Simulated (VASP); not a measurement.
A run of VASP 6.6.1:

Contents of INCAR:

```
SYSTEM = Bi
ALGO = Normal
EDIFF = 1E-6
EDIFFG = -0.005
ENCUT = 600
GGA = PE
IBRION = 2
ISIF = 3
ISMEAR = -1
LASPH = .True.
LCHARG = .False.
LREAL = .False.
LWAVE = .False.
NELM = 100
NSW = 60
PREC = Accurate
SIGMA = 0.05
```

Contents of KPOINTS:

```
k-points
0
Gamma
  11 11 11
  0 0 0
```

The input POSCAR:

```
Bi
1.0
    0.0000000000      3.4199518934      3.4199518934
    3.4199518934      0.0000000000      3.4199518934
    3.4199518934      3.4199518934      0.0000000000
Bi
2
Direct
   -0.1250000000     -0.1250000000     -0.1250000000
    0.1250000000      0.1250000000      0.1250000000
```

Potentials or basis: VASP PAW PBE potentials, release 64 (Bi_d).

Launch:

```sh
$ cat potpaw_PBE.64/Bi_d/POTCAR > POTCAR
$ mpirun -np 1 vasp_std > vasp.out
```

Hardware: 1 thread of Intel Xeon 8259CL (shared host).

How long does it take, and how much memory?

It took 7.7 min on 1 thread of Intel Xeon 8259CL (shared host), peak memory 0.3 GiB. Counts: scf iterations 52, k points 56, ion steps 6.
